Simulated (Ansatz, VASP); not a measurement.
**InSb: VASP beside Ansatz**

INCAR

```
SYSTEM = InSb
PREC = Accurate
ENCUT = 500
EDIFF = 1E-6
ISMEAR = -1
SIGMA = 0.02
LREAL = .False.
LASPH = .True.
NELM = 120
ALGO = Normal
ISIF = 2
LWAVE = .False.
LCHARG = .True.
GGA = PE
LELF = .True.
LVHAR = .True.
NBANDS = 21
GGA_COMPAT = .False.
```

KPOINTS

```
regular mesh
0
Gamma
  6 6 6
  0 0 0
```

File POSCAR:

```
InSb
1.0
    0.0000000000      3.1575151304      3.1575151304
    3.1575151304      0.0000000000      3.1575151304
    3.1575151304      3.1575151304      0.0000000000
In Sb
1 1
Direct
    0.0000000000      0.0000000000      0.0000000000
    0.2500000000      0.2500000000      0.2500000000
```

Input for Ansatz:

```yaml
crystal:
  lattice:
    - [0.0, 3.1575151304, 3.1575151304]
    - [3.1575151304, 0.0, 3.1575151304]
    - [3.1575151304, 3.1575151304, 0.0]
  atoms:
    - { symbol: In, position: [0.0, 0.0, 0.0] }
    - { symbol: Sb, position: [0.25, 0.25, 0.25] }
kpoints:
  mp_grid: { grid: [6, 6, 6] }
  band_path:
    path:
      - [0.0, 0.0, 0.0]
      - [-0.5, -0.5, 0.0]
      - [-0.375, -0.375, 0.25]
      - [-0.375, 0.0, 0.375]
      - [0.0, 0.0, 0.5]
      - [-0.5, -0.25, 0.25]
    npoints: 1
hamiltonian:
  xc: pbe
scf:
  occupations: { method: fermi_dirac, width: 0.02 }
  n_extra_bands: 4
output:
  forces: true
  stress: true
  eigenvalues: true
```

Change from the starting cell: hydrostatic strain -3.7%.

Alike in both runs: task single point; functional PBE; k mesh 6 × 6 × 6; occupations fermi-dirac, width 0.02 eV; no spin polarisation.

```csv
,VASP,Ansatz
version,VASP 6.6.1,Ansatz 0.2.0
potentials or method,"VASP PAW PBE potentials, release 64 (In_d, Sb_d_GW)","plane waves, PAW"
plane-wave cutoff (eV),500,420
valence electrons in the cell,28,28
```

```tsv
	VASP	Ansatz	Ansatz less VASP
pressure (GPa)	7.7	7.8	+0.05
```

Spin-orbit coupling is off throughout.
